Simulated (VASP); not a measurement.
# PbS (R3m) in VASP: a series of runs

PbS is run at these levels: PBEsol+D3(BJ), BLYP+D3(BJ), LDA; tasks: single point, relaxation of cell and atoms.

All numbers are computed with VASP 6.6.1; they aren't measurements. Logs are shortened: lines on timing, memory, paths and dates and some standing lists are left out, and cuts for length are marked.

**1. The cell of the first run**

It takes space group R3m (No. 160, trigonal). Conventional cell: a = 4.120 Å, b = 4.120 Å, c = 10.083 Å, α = 90.00°, β = 90.00°, γ = 120.00°. Within 3.7 Å of Pb (site symmetry 3m) lie 6 S at 2.84 to 2.99 Å. S (site symmetry 3m) has 6 Pb at 2.84 to 2.99 Å within 3.7 Å.

**2. Single point, PBEsol+D3(BJ)**

File INCAR:

```
SYSTEM = PbS
ALGO     = Normal         ! electronic algorithm
EDIFF    = 1E-6           ! SCF threshold, eV
ENCUT    = 500            ! plane-wave cutoff, eV
GGA      = PS             ! functional
GGA_COMPAT= .False.      
ISIF     = 2              ! what is computed and relaxed
ISMEAR   = 0              ! smearing method
IVDW     = 12             ! dispersion correction
LASPH    = .True.         ! aspherical terms in the spheres
LCHARG   = .True.         ! write CHGCAR
LELF     = .True.         ! ELF
LREAL    = .False.        ! projectors in reciprocal space
LVHAR    = .True.       
LWAVE    = .False.        ! write WAVECAR
NBANDS   = 17             ! bands
NELM     = 120            ! most SCF steps
PREC     = Accurate       ! precision mode
SIGMA    = 0.01           ! smearing width, eV
```

File KPOINTS:

```
k-points
0
Gamma
  4 4 4
  0 0 0
```

File POSCAR:

```
PbS
1.0
    2.0598621168      1.1892619476      3.3610838881
   -2.0598621168      1.1892619476      3.3610838881
    0.0000000000     -2.3785238952      3.3610838881
Pb S
1 1
Direct
    0.9839275226      0.9839275226      0.9839275226
    0.4716744774      0.4716744774      0.4716744774
```

Potentials or basis: VASP PAW PBE potentials, release 64 (Pb_d, S).

The run is started by

```sh
cat potpaw_PBE.64/Pb_d/POTCAR potpaw_PBE.64/S/POTCAR > POTCAR
mpirun -np 1 vasp_std > vasp.out
```

OUTCAR:

```text
SYSTEM = PbS
   EDIFF = 1E-6
   ENCUT = 500
   GGA = PS
   ISIF = 2
   ISMEAR = 0
   IVDW = 12
   LASPH = .True.
   LREAL = .False.
   NELM = 120
   PREC = Accurate
 IVDW          = 12

 ion  position               nearest neighbor table
   1  0.984  0.984  0.984-   2 2.84   2 2.84   2 2.84   2 2.99   2 2.99   2 2.99
   2  0.472  0.472  0.472-   1 2.84   1 2.84   1 2.84   1 2.99   1 2.99   1 2.99

  LATTYP: Found a trigonal (rhomboedric) cell.
 ALAT       =     4.1175551998
 COS(alpha) =     0.4994730841

  Lattice vectors:

 A1 = (   2.0598621168,   1.1892619476,   3.3610838881)
 A2 = (  -2.0598621168,   1.1892619476,   3.3610838881)
 A3 = (   0.0000000000,  -2.3785238952,   3.3610838881)

Analysis of symmetry for initial positions (statically):
=====================================================================
 Subroutine PRICEL returns:
 Original cell was already a primitive cell.

 Routine SETGRP: Setting up the symmetry group for a
 trigonal (rhombohedral) supercell.

 Subroutine GETGRP returns: Found  6 space group operations
 (whereof  6 operations were pure point group operations)
 out of a pool of 12 trial point group operations.

The static configuration has the point symmetry C_3v.

Analysis of symmetry for dynamics (positions and initial velocities):
=====================================================================
 Subroutine PRICEL returns:
 Original cell was already a primitive cell.

 Routine SETGRP: Setting up the symmetry group for a
 trigonal (rhombohedral) supercell.

 Subroutine GETGRP returns: Found  6 space group operations
 (whereof  6 operations were pure point group operations)
 out of a pool of 12 trial point group operations.

The dynamic configuration has the point symmetry C_3v.

 Subroutine INISYM returns: Found  6 space group operations
 (whereof  6 operations are pure point group operations),
 and found     1 'primitive' translations

----------------------------------------------------------------------------------------

                                     Primitive cell

  volume of cell :      49.4022

  direct lattice vectors                    reciprocal lattice vectors
     2.059862117  1.189261948  3.361083888     0.242734694  0.140142941  0.099174357
    -2.059862117  1.189261948  3.361083888    -0.242734694  0.140142941  0.099174357
     0.000000000 -2.378523895  3.361083888     0.000000000 -0.280285882  0.099174357

[... 69 lines left out ...]
   ENCUT  =  500.0 eV  36.75 Ry    6.06 a.u.   7.51  7.51  7.51*2*pi/ulx,y,z
   NELM   =    120;   NELMIN=  2; NELMDL= -5     # of ELM steps
   EDIFF  = 0.1E-05   stopping-criterion for ELM
   LREAL  =      F    real-space projection
   EDIFFG = 0.1E-04   stopping-criterion for IOM
   NSW    =      0    number of steps for IOM
   IBRION =     -1    ionic relax: 0-MD 1-quasi-New 2-CG
   NFREE  =      0    steps in history (QN), initial steepest desc. (CG)
   ISIF   =      2    stress and relaxation
   ISYM   =      2    0-nonsym 1-usesym 2-fastsym
   POTIM  = 0.5000    time-step for ionic-motion
   TEBEG  =    0.0;   TEEND  =   0.0 temperature during run
   PSTRESS=    0.0 pullay stress
   NELECT =      20.0000    total number of electrons
   NUPDOWN=      -1.0000    fix difference up-down
   EMIN   =  10.00;   EMAX   =-10.00  energy-range for DOS
   EFERMI =   0.00;   METHOD = LEGACY
   ISMEAR =     0;   SIGMA  =   0.01  broadening in eV -4-tet -1-fermi 0-gaus
   EFERMI_NEDOS =   21; number of points for ismear=-14 and -15
   IALGO  =     38    algorithm
   IMIX   =      4    mixing-type and parameters
     AMIX     =   0.40;   BMIX     =  1.00
     AMIX_MAG =   1.60;   BMIX_MAG =  1.00
  volume/ion in A,a.u.               =      24.70       166.69
  Fermi-wavevector in a.u.,A,eV,Ry     =   1.211070  2.288591 19.955551  1.466692
  Thomas-Fermi vector in A             =   2.346597
   LORBIT       =      0    0 simple, 1 ext, 2 COOP (PROOUT), +10 PAW based schemes
   GGA     = PS    functional components
   LHFCALC =     F    Hartree Fock is set to
   AEXX    =    0.0000 exact exchange contribution
   IVDW    =    12    specifies the selected vdW correction
   LEPSILON=     F    determine dielectric tensor
   LRPA    =     F    only Hartree local field effects (RPA)
 non-spin polarized calculation
 Gauss-broadening in eV      SIGMA  =   0.01
  energy-cutoff  :      500.00
  volume of cell :       49.40
 maximum number of plane-waves:      1283
   NGX = 15   NGY = 15   NGZ = 15

 number of electron      19.9999996 magnetization

 Free energy of the ion-electron system (eV)
  ---------------------------------------------------
  ext. energy  EPLUGINS =         0.00000000
  ---------------------------------------------------
  free energy    TOTEN  =        -9.43305204 eV

  energy without entropy =       -9.43305204  energy(sigma->0) =       -9.43305204

 E-fermi :   6.4670     XC(G=0): -10.1529

 val. band max:        6.4027561285   @ k =   0.5000  -0.0000  -0.0000
 cond. band min:       6.6152394133   @ k =   0.5000  -0.0000  -0.0000
 fundamental gap:      0.2124832847
 Fermi energy:         6.4669934179

 k-point     1 :       0.0000    0.0000    0.0000
  band No.  band energies     occupation
      1     -10.4242      2.00000
      2     -10.4219      2.00000
      3     -10.4219      2.00000
      4     -10.4151      2.00000
      5     -10.4151      2.00000
      6      -7.7360      2.00000
[... 237 lines left out ...]
      4     -10.3630      2.00000
      5     -10.3630      2.00000
      6      -6.3553      2.00000
[... 9 lines left out ...]
     16      16.4321      0.00000
     17      17.1007      0.00000

------------------------ aborting loop because EDIFF is reached ----------------------------------------

 Edisp (eV)   -0.69562

 E8    (eV) :    -0.4694

  FORCE on cell =-STRESS in cart. coord.  units (eV):
  Direction    XX          YY          ZZ          XY          YZ          ZX
  --------------------------------------------------------------------------------------
  -------------------------------------------------------------------------------------
  Total      -0.00445    -0.00445    -0.00314     0.00000     0.00000     0.00000
  in kB      -0.14422    -0.14422    -0.10168     0.00000     0.00000     0.00000
  external pressure =       -0.13 kB  Pullay stress =        0.00 kB

 VOLUME and BASIS-vectors are now :
 -----------------------------------------------------------------------------
  energy-cutoff  :      500.00
  volume of cell :       49.40
      direct lattice vectors                 reciprocal lattice vectors
     2.059862117  1.189261948  3.361083888     0.242734694  0.140142941  0.099174357
    -2.059862117  1.189261948  3.361083888    -0.242734694  0.140142941  0.099174357
     0.000000000 -2.378523895  3.361083888     0.000000000 -0.280285882  0.099174357

 POSITION                                       TOTAL-FORCE (eV/Angst)
 -----------------------------------------------------------------------------------
      0.00000      0.00000      9.92119         0.000000     -0.000000     -0.002415
      0.00000      0.00000      4.75601         0.000000      0.000000      0.002415
 -----------------------------------------------------------------------------------
    total drift:                                0.000000     -0.000000     -0.000146

  FREE ENERGIE OF THE ION-ELECTRON SYSTEM (eV)
  ---------------------------------------------------
  free  energy   TOTEN  =       -10.1286693285 eV

  energy  without entropy=      -10.1286693285  energy(sigma->0) =      -10.12866933
```

stdout:

```text
POSCAR found type information on POSCAR PbS
 POSCAR found :  2 types and       2 ions
 scaLAPACK will be used
 -----------------------------------------------------------------------------
|                                                                             |
|                                                                             |
|     You enforced a specific xc type in the INCAR file but a different       |
|     I HOPE YOU KNOW WHAT YOU ARE DOING!                                     |
|                                                                             |
 -----------------------------------------------------------------------------

 LDA part: xc-table for (Slater+PW92), standard interpolation
 POSCAR, INCAR and KPOINTS ok, starting setup
 FFT: planning ... GRIDC
 FFT: planning ... GRID_SOFT
 FFT: planning ... GRID
 WAVECAR not read
 entering main loop
```

Wall time 7.1 s (1 thread of Intel Xeon 6975P-C (Granite Rapids), shared host); peak memory 0.17 GiB.

Results:

* Free energy: -10.1287 eV
* Pressure: 0.0 GPa
* Band gap on the k mesh: 0.21 eV, direct
* Dispersion energy per atom: -0.348 eV

Forces in eV/Å, atoms in the order of the input:
```
Pb   0.000  0.000 -0.002
S    0.000  0.000  0.002
```

Caveat: the k points lie up to 0.47 Å⁻¹ apart; the PAW data sets were made with another functional, which shifts forces and pressure a little; spin-orbit coupling is left out, which moves the levels of the heavy elements.

**3. Relaxation of cell and atoms, BLYP+D3(BJ)**

This run uses another cell than the first one, of 26.69 Å³/atom, 1.080 times its volume.

File INCAR:

```
AGGAC = 1.0
AGGAX = 1.0
ALDAC = 0.0
ALDAX = 1.0
ALGO = Normal
EDIFF = 1E-7
EDIFFG = -0.01
ENCUT = 500
GGA = B5
GGA_COMPAT = False
IBRION = 2
ISIF = 3
ISMEAR = 0
IVDW = 12
LASPH = True
LCHARG = False
LREAL = False
LWAVE = False
NELM = 120
NELMIN = 4
NSW = 80
PREC = Accurate
SIGMA = 0.01
VDW_A1 = 0.4298
VDW_A2 = 4.2359
VDW_S6 = 1.0
VDW_S8 = 2.6996
```

File KPOINTS:

```
k-points
0
Gamma
  4 4 4
```

File POSCAR:

```
PbS
1.0
    2.1126620000      1.2197460000      3.4519160000
   -2.1126620000      1.2197460000      3.4519160000
    0.0000000000     -2.4394920000      3.4519160000
Pb S
1 1
Direct
    0.9805660000      0.9805660000      0.9805660000
    0.4750360000      0.4750360000      0.4750360000
```

Potentials or basis: VASP PAW PBE potentials, release 64 (Pb_d, S).

The run is started by

```sh
cat potpaw_PBE.64/Pb_d/POTCAR potpaw_PBE.64/S/POTCAR > POTCAR
mpirun -np 1 vasp_std > vasp.out
```

OUTCAR:

```text
EDIFF = 1E-7
   EDIFFG = -0.01
   ENCUT = 500
   GGA = B5
   IBRION = 2
   ISIF = 3
   ISMEAR = 0
   IVDW = 12
   LASPH = True
   LREAL = False
   NELM = 120
   NELMIN = 4
   NSW = 80
   PREC = Accurate
 IVDW          = 12

 ion  position               nearest neighbor table
   1  0.981  0.981  0.981-   2 2.96   2 2.96   2 2.96   2 3.02   2 3.02   2 3.02
   2  0.475  0.475  0.475-   1 2.96   1 2.96   1 2.96   1 3.02   1 3.02   1 3.02

  LATTYP: Found a trigonal (rhomboedric) cell.
 ALAT       =     4.2269191028
 COS(alpha) =     0.5003772834

  Lattice vectors:

 A1 = (   2.1126620000,   1.2197460000,   3.4519160000)
 A2 = (  -2.1126620000,   1.2197460000,   3.4519160000)
 A3 = (   0.0000000000,  -2.4394920000,   3.4519160000)

Analysis of symmetry for initial positions (statically):
=====================================================================
 Subroutine PRICEL returns:
 Original cell was already a primitive cell.

 Routine SETGRP: Setting up the symmetry group for a
 trigonal (rhombohedral) supercell.

 Subroutine GETGRP returns: Found  6 space group operations
 (whereof  6 operations were pure point group operations)
 out of a pool of 12 trial point group operations.

The static configuration has the point symmetry C_3v.

Analysis of symmetry for dynamics (positions and initial velocities):
=====================================================================
 Subroutine PRICEL returns:
 Original cell was already a primitive cell.

[... 129 lines left out ...]
  energy-cutoff  :      500.00
  volume of cell :       53.37
 maximum number of plane-waves:      1363
 NGX is ok and might be reduce to    32
   NGX = 15   NGY = 15   NGZ = 15

--------------------------------------- Ionic step        1  -------------------------------------------

 number of electron      20.0000002 magnetization

 Free energy of the ion-electron system (eV)
  ---------------------------------------------------
  ext. energy  EPLUGINS =         0.00000000
  ---------------------------------------------------
  free energy    TOTEN  =        -7.68732724 eV

  energy without entropy =       -7.68732724  energy(sigma->0) =       -7.68732724

------------------------ aborting loop because EDIFF is reached ----------------------------------------

 Edisp (eV)   -1.57132

 E8    (eV) :    -1.1731
[... 231 lines left out ...]
--------------------------------------- Ionic step        7  -------------------------------------------

 number of electron      20.0000001 magnetization

 Free energy of the ion-electron system (eV)
  ---------------------------------------------------
  ext. energy  EPLUGINS =         0.00000000
  ---------------------------------------------------
  free energy    TOTEN  =        -7.68486273 eV

  energy without entropy =       -7.68486273  energy(sigma->0) =       -7.68486273

 E-fermi :   5.9866     XC(G=0):  -9.0228

 val. band max:        5.9222845970   @ k =   0.5000   0.0000   0.0000
 cond. band min:       6.5001553190   @ k =   0.5000   0.0000   0.0000
 fundamental gap:      0.5778707219
 Fermi energy:         5.9866269293

 k-point     1 :       0.0000    0.0000    0.0000
  band No.  band energies     occupation
      1     -10.8224      2.00000
      2     -10.8217      2.00000
      3     -10.8217      2.00000
      4     -10.8096      2.00000
      5     -10.8096      2.00000
      6      -7.4270      2.00000
      7      -0.1836      2.00000
      8       3.9061      2.00000
      9       3.9061      2.00000
     10       3.9214      2.00000
     11      10.9479      0.00000
     12      11.0015      0.00000
     13      11.0015      0.00000
     14      12.9647      0.00000
[... 235 lines left out ...]
  FREE ENERGIE OF THE ION-ELECTRON SYSTEM (eV)
  ---------------------------------------------------
  free  energy   TOTEN  =        -9.2590642823 eV

  energy  without entropy=       -9.2590642823  energy(sigma->0) =       -9.25906428

 reached required accuracy - stopping structural energy minimisation
```

CONTCAR:

```text
PbS
   1.00000000000000
     2.1114944871128118    1.2190719360776436    3.4493828206071813
    -2.1114944871128118    1.2190719360776436    3.4493828206071813
     0.0000000000000000   -2.4381438721552877    3.4493828206071813
  Pb              S
     1     1
Direct
     0.9820824234027836    0.9820824234027836    0.9820824234027836
     0.4735195765972223    0.4735195765972223    0.4735195765972223

  0.00000000E+00  0.00000000E+00  0.00000000E+00
  0.00000000E+00  0.00000000E+00  0.00000000E+00
```

Run time: 60 s. Hardware: 1 thread of Intel Xeon 6975P-C (Granite Rapids), shared host; peak memory 0.19 GiB.

What came out:

- Free energy: -9.2591 eV
- Relaxed volume: 26.64 Å³/atom
- Relaxed cell: a = 4.224 Å, b = 4.224 Å, c = 4.224 Å, α = 59.98°, β = 59.98°, γ = 59.98°
- Space group after relaxing (to 0.05 Å): R3m (No. 160)
- Energy gained by relaxing: 0.2 meV/atom
- Ionic steps: 7
- Pressure after relaxing: 0.0 GPa
- Largest force after relaxing: 0.009 eV/Å
- Band gap on the k mesh: 0.58 eV, direct
- Dispersion energy per atom: -0.787 eV

Forces in eV/Å, atoms in the order of the input:
```
Pb   0.000  0.000  0.009
S    0.000  0.000 -0.009
```

The path:
```
step  energy change (eV)  largest force (eV/Å)  pressure (GPa)  volume (Å³)
   1              0.0000                0.0135           -0.12        53.37
   2              0.0000                0.0127            0.04        53.22
   3             -0.0001                0.0131            0.02        53.25
   4             -0.0001                0.0125            0.01        53.25
   5             -0.0001                0.0125            0.01        53.25
   6             -0.0002                0.0118            0.02        53.26
   7             -0.0004                0.0094            0.03        53.27
```

Final structure:
```
Pb S
1.0
     2.11149    1.21907    3.44938
    -2.11149    1.21907    3.44938
     0.00000   -2.43814    3.44938
Pb S
1 1
Cartesian
  0.0000 0.0000 10.1627
  0.0000 0.0000 4.9001
```

Caveat: the k points lie up to 0.46 Å⁻¹ apart in the final cell; the PAW data sets were made with another functional, which shifts forces and pressure a little; spin-orbit coupling is left out, which moves the levels of the heavy elements. A k mesh can miss the band edges.

(Part 1 of 2 ends here.)
